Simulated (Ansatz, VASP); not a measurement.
**Two plane-wave programs on TaN**

File POSCAR:

```
TaN
1.0
    2.9379988584      0.0000000000      0.0000000000
   -1.4689994292      2.5443816477      0.0000000000
    0.0000000000      0.0000000000      2.8830000000
Ta N
1 1
Direct
    0.3333333333      0.6666666667      0.5000000000
    0.0000000000      0.0000000000      0.0910509886
```

INCAR.step1

```
SYSTEM = TaN
PREC = Accurate
ENCUT = 770
ISMEAR = 0
SIGMA = 0.15
LREAL = .FALSE.
LASPH = .TRUE.
NELM = 120
NBANDS = 16
GGA = PE
ALGO = Normal
EDIFF = 1E-5
LWAVE = .TRUE.
LCHARG = .FALSE.
GGA_COMPAT = .FALSE.
```

File INCAR.step2:

```
SYSTEM = TaN
PREC = Accurate
ENCUT = 770
EDIFF = 1E-6
ISMEAR = 0
SIGMA = 0.15
LREAL = .FALSE.
LASPH = .TRUE.
NELM = 120
ALGO = Normal
ISIF = 2
LWAVE = .FALSE.
LCHARG = .TRUE.
METAGGA = R2SCAN
LMIXTAU = .TRUE.
LELF = .TRUE.
LVHAR = .TRUE.
NBANDS = 16
ISTART = 1
GGA_COMPAT = .FALSE.
```

KPOINTS

```
regular mesh
0
G
  18 18 16
  0 0 0
```

Input for Ansatz:

```yaml
crystal:
  lattice:
    - [2.9379988584, 0.0, 0.0]
    - [-1.4689994292, 2.5443816477, 0.0]
    - [0.0, 0.0, 2.883]
  atoms:
    - { symbol: Ta, position: [0.3333333333, 0.6666666667, 0.5] }
    - { symbol: "N", position: [0.0, 0.0, 0.0910509886] }
basis:
  ecutwfc: 500
kpoints:
  mp_grid: { grid: [18, 18, 16] }
hamiltonian:
  xc: r2scan
scf:
  occupations: { method: gaussian, width: 0.15 }
output:
  forces: true
  stress: true
  eigenvalues: true
  write_density: true
  write_potential: true
  elf: true
  volumetric_format: npy
```

Change from the starting cell: all N atoms moved +0.263 Å, as atom 2 along Cartesian [0 0 1].

Alike in both runs: task single point; functional r2SCAN; k mesh 18 × 18 × 16; occupations gaussian, width 0.15 eV; no spin polarisation.

|  | VASP | Ansatz |
| --- | --- | --- |
| version | VASP 6.6.1 | Ansatz 0.2.0 |
| potentials or method | VASP PAW PBE potentials, release 64 (Ta_sv_GW, N), cutoff 770 eV | scalar-relativistic, plane waves, PAW |
| valence electrons in the cell | 18 | 18 |

```csv
,VASP,Ansatz,Ansatz less VASP
gap on the k mesh at the Fermi level (eV),none,none,-
pressure (GPa),14.6,14.4,-0.21
"traceless stress, the component that is largest in VASP (GPa)",1.32,1.31,-0.009
rms of the force components (eV/Å),2.474,2.454,-0.0201
```

VASP's potentials were made for PBE, not for r2SCAN. Atom by atom the forces differ by 0.020 eV/Å (rms over components). A gap of «none» marks a metal or a gap that the smearing closes. With one functional, cell and mesh, what is left measures potentials, basis and numerics.

Neither program's run includes spin-orbit coupling.
